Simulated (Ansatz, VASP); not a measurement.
AlN: VASP beside Ansatz

```
CELL_PARAMETERS angstrom
3.10657 0.00000 0.00000
-1.55328 2.69037 0.00000
0.00000 0.00000 4.97807
ATOMIC_POSITIONS crystal
Al 0.33333 0.66667 0.98242
Al 0.66667 0.33333 0.48242
N 0.33333 0.66667 0.39958
N 0.66667 0.33333 0.89958
```

Change from the starting cell: polar distortion scaled by 0.70.

Alike in both runs: task single point; functional r2SCAN; k mesh 9 × 9 × 6; no spin polarisation.

|  | VASP | Ansatz |
| --- | --- | --- |
| version | VASP 6.6.1 | Ansatz 0.2.0 |
| potentials or method | VASP PAW PBE potentials, release 64 (Al, N), cutoff 520 eV | scalar-relativistic, plane waves, PAW |
| occupations | gaussian, width 0.01 eV | fixed |
| valence electrons in the cell | 16 | 16 |

Ansatz gave:

* gap on the k mesh at the Fermi level (eV): 4.28
* least direct gap on the mesh (eV): 4.28
* pressure (GPa): 2.0
* traceless stress, the component that is largest in VASP (GPa): -11.54
* rms of the force components (eV/Å): 0.775

Question: Which values does VASP return?

Answer: gap on the k mesh at the Fermi level (eV): 4.32; least direct gap on the mesh (eV): 4.32; pressure (GPa): 1.7; traceless stress, the component that is largest in VASP (GPa): -11.68; rms of the force components (eV/Å): 0.786.

VASP's potentials were made for PBE, not for r2SCAN. Atom by atom the forces differ by 0.011 eV/Å (rms over components).
